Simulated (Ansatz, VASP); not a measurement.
CuO in VASP and in Ansatz

The input INCAR:

```
PREC     = Accurate       # precision mode
ENCUT    = 520            # plane-wave cutoff, eV
EDIFF    = 1E-8           # SCF threshold, eV
ISMEAR   = -1             # smearing method
SIGMA    = 0.03           # smearing width, eV
LREAL    = False          # projectors in reciprocal space
LASPH    = True           # aspherical terms in the spheres
NELM     = 60             # most SCF steps
ALGO     = Normal         # electronic algorithm
ISIF     = 2              # what is computed and relaxed
LWAVE    = False          # write WAVECAR
LCHARG   = False          # write CHGCAR
GGA      = PE             # functional
LEFG     = True         
NBANDS   = 25             # bands
```

KPOINTS

```
regular mesh
0
Gamma
  15 15 8
```

File POSCAR:

```
CuO
1.0
    2.3446500000     -1.7134000000      0.0000000000
    2.3446500000      1.7134000000      0.0000000000
   -0.8605500000      0.0000000000      5.0594400000
Cu O
2 2
Direct
    0.0032000000      0.4968000000      0.0000000000
    0.4968000000      0.0032000000      0.5000000000
    0.5714000000      0.4056000000      0.2537000000
    0.4056000000      0.5714000000      0.7537000000
```

Input for Ansatz:

```yaml
crystal:
  lattice:
    - [2.34465, -1.7134, 0.0]
    - [2.34465, 1.7134, 0.0]
    - [-0.86055, 0.0, 5.05944]
  atoms:
    - { symbol: Cu, position: [0.0032, 0.4968, 0.0] }
    - { symbol: Cu, position: [0.4968, 0.0032, 0.5] }
    - { symbol: O, position: [0.5714, 0.4056, 0.2537] }
    - { symbol: O, position: [0.4056, 0.5714, 0.7537] }
kpoints:
  mp_grid: { grid: [15, 15, 8] }
  band_path:
    path:
      - [0.0, 0.0, 0.0]
      - [-0.3873685418, 0.3873685418, 0.0]
      - [-0.6126314582, -0.3873685418, 0.0]
      - [-0.5, -0.5, 0.0]
      - [0.0, 0.0, 0.0]
      - [-0.5, -0.5, 0.5]
      - [-0.6336779986, -0.3663220014, 0.5]
      - [-0.3663220014, 0.3663220014, 0.5]
      - [0.0, 0.0, 0.5]
    npoints: 14
scf:
  occupations: { method: fermi_dirac, width: 0.03 }
hamiltonian:
  xc: pbe
  pseudopotentials: { kind: paw }
output:
  forces: true
  stress: true
  eigenvalues: true
  efg: { contact_densities: true }
  populations: true
  bader: true
  dos: { projected: true, de: 0.2, e_range: [-14, 8] }
  write_density: true
  write_potential: true
  elf: true
  volumetric_format: npy
```

Alike in both runs: task electric field gradients; functional PBE; k mesh 15 × 15 × 8; occupations fermi-dirac, width 0.03 eV; no spin polarisation.

|  | VASP | Ansatz |
| --- | --- | --- |
| version | VASP 6.6.1 | Ansatz 0.2.0 |
| potentials or method | VASP PAW PBE potentials, release 64 (Cu, O) | PAW with Ansatz's default frozen-core files, scalar-relativistic |
| plane-wave cutoff (eV) | 520 | 420 |
| valence electrons in the cell | 34 | 50 |

VASP gave:

| Item | Value |
| --- | --- |
| pressure (GPa) | 6.4 |
| traceless stress, the component that is largest in VASP (GPa) | -1.80 |
| rms of the force components (eV/Å) | 0.444 |
| size of Vzz on the site where it differs most (V/Å²) | 28.2 |

Task: Estimate Ansatz's values.

Result: Pressure (GPa): 5.7; traceless stress, the component that is largest in VASP (GPa): -1.71; rms of the force components (eV/Å): 0.433; size of Vzz on the site where it differs most (V/Å²): 23.7.

Atom by atom the forces differ by 0.024 eV/Å (rms over components). VASP's potentials hold 34 valence electrons a cell and Ansatz's 50, so a difference there can come from the potentials and not from the codes.
